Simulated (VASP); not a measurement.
A run of VASP 6.6.1:

File INCAR:

```
PREC = Accurate
ENCUT = 520
EDIFF = 1E-6
ISMEAR = 0
SIGMA = 0.01
LREAL = False
LASPH = True
NELM = 80
ALGO = Normal
ISIF = 2
LWAVE = False
LCHARG = False
GGA = PS
NBANDS = 30
```

The input KPOINTS:

```
regular mesh
0
Gamma
  5 5 5
```

File POSCAR:

```
In3Sb
1.0
    4.7569151002      0.0000000000      0.0000000000
    0.0000000000      4.7569151002      0.0000000000
    0.0000000000      0.0000000000      4.7569151002
Sb In
1 3
Direct
    0.0000000000      0.0000000000      0.0000000000
    0.0000000000      0.5000000000      0.5000000000
    0.5000000000      0.0000000000      0.5000000000
    0.5000000000      0.5000000000      0.0000000000
```

Potentials or basis: VASP PAW PBE potentials, release 64 (Sb, In_d).

The run is started by

```console
$ cat potpaw_PBE.64/Sb/POTCAR potpaw_PBE.64/In_d/POTCAR > POTCAR
$ mpirun -np 1 vasp_std > vasp.out
```

Hardware: 1 thread of AMD EPYC 7R13 Processor (Zen 3), with other jobs on the host.

Question: Estimate the wall time of this run.

Answer: Wall time 23 s on 1 thread of AMD EPYC 7R13 Processor (Zen 3) (shared host), peak memory 0.18 GiB. Counts: scf iterations 15, k points 10.
